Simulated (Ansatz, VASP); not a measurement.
Pt: VASP beside Ansatz

```
Pt
1.0
     0.00000    1.97389    1.97389
     1.97389    0.00000    1.97389
     1.97389    1.97389    0.00000
Pt
1
Direct
  0.00000 0.00000 0.00000
```

Alike in both runs: task single point; functional r2SCAN; k mesh 12 × 12 × 12; occupations fermi-dirac, width 0.05 eV; no spin polarisation.

|  | VASP | Ansatz |
| --- | --- | --- |
| version | VASP 6.6.1 | Ansatz 0.2.0 |
| potentials or method | VASP PAW PBE potentials, release 64 (Pt) | Ansatz PAW |
| plane-wave cutoff (eV) | 520 | 500 |
| valence electrons in the cell | 10 | 18 |

VASP gave:

* gap on the k mesh at the Fermi level (eV): none
* pressure (GPa): -0.7

Q: What did Ansatz give for the same quantities?

A: gap on the k mesh at the Fermi level (eV): none; pressure (GPa): -1.4.

VASP's potentials were made for PBE, not for r2SCAN. A gap of «none» marks a metal or a gap that the smearing closes. VASP's potentials hold 10 valence electrons a cell and Ansatz's 18, so a difference there can come from the potentials and not from the codes.

Spin-orbit coupling is off throughout.
